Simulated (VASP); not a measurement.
Runs of VASP 6.6.1 on BP. The structure is that of space group P4/mmm (No. 123), or close to it. The cells are those of the table. 

| task | cell | k mesh | cutoff (eV) | gap on the mesh (eV) | pressure (GPa) | relaxed volume (Å³/atom) |
| --- | --- | --- | --- | --- | --- | --- |
| single point | a = 2.970, b = 2.970, c = 3.297 Å, 2 atoms | 6 × 6 × 6 | 520 | none | -21.5 | - |
| relaxation of cell and atoms | relaxed from a = 2.970, b = 2.970, c = 3.297 Å, 2 atoms | 6 × 6 × 6 | 600 | - | -0.3 | 10.03 |
| relaxation of cell and atoms | relaxed from a = 2.632, b = 2.632, c = 2.894 Å, 2 atoms | 20 × 20 × 20 | 600 | - | 0.0 | (a) |
| single point | a = 2.632, b = 2.632, c = 2.894 Å, 2 atoms | 6 × 6 × 6 | 520 | none | -0.3 | - |

Alike in all rows: level PBE; potentials or basis VASP PAW PBE potentials, release 64 (B, P); no spin polarisation; smearing gaussian 0.1 eV.

Task: Estimate the missing entries.

Result: (a) 9.99.

Caveats: some runs use coarse meshes; the bands computed are all filled at some k points, so no gap is given (some runs); the volume moved by over 15 % at a fixed basis, so the end points are rough (some runs).

A gap of «none» marks levels without a gap at the run's occupations.
